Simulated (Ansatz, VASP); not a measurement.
Al3BSb2: VASP beside Ansatz

```
CELL_PARAMETERS angstrom
3.72000 0.00000 0.00000
-1.86000 3.22161 0.00000
0.00000 0.00000 9.11000
ATOMIC_POSITIONS crystal
Al 0.33333 0.66667 0.16670
Al 0.66667 0.33333 0.83330
Al 0.00000 0.00000 0.50000
B 0.00000 0.00000 0.00000
Sb 0.66667 0.33333 0.33330
Sb 0.33333 0.66667 0.66670
```

Alike in both runs: task relaxation of cell and atoms; functional PBE; k mesh 5 × 5 × 2; occupations gaussian, width 0.2 eV; no spin polarisation.

|  | VASP | Ansatz |
| --- | --- | --- |
| version | VASP 6.6.1 | Ansatz 0.2.0 |
| potentials or method | VASP PAW PBE potentials, release 64 (Al, B, Sb), cutoff 600 eV | scalar-relativistic, plane waves, PAW |
| valence electrons in the cell | 22 | 42 |

```tsv
	VASP	Ansatz	Ansatz less VASP
gap on the k mesh at the Fermi level, each at its own relaxed structure (eV)	none	none	-
relaxed volume (Å³/atom)	18.94	18.87	-0.067
relaxed cell length with the largest relative difference (Å)	10.841	10.783	-0.0574
```

A gap of «none» marks a metal or a gap that the smearing closes. VASP's potentials hold 22 valence electrons a cell and Ansatz's 42, so a difference there can come from the potentials and not from the codes.

The k mesh is coarse, so the values compare programs but aren't converged. Spin-orbit coupling is off throughout.
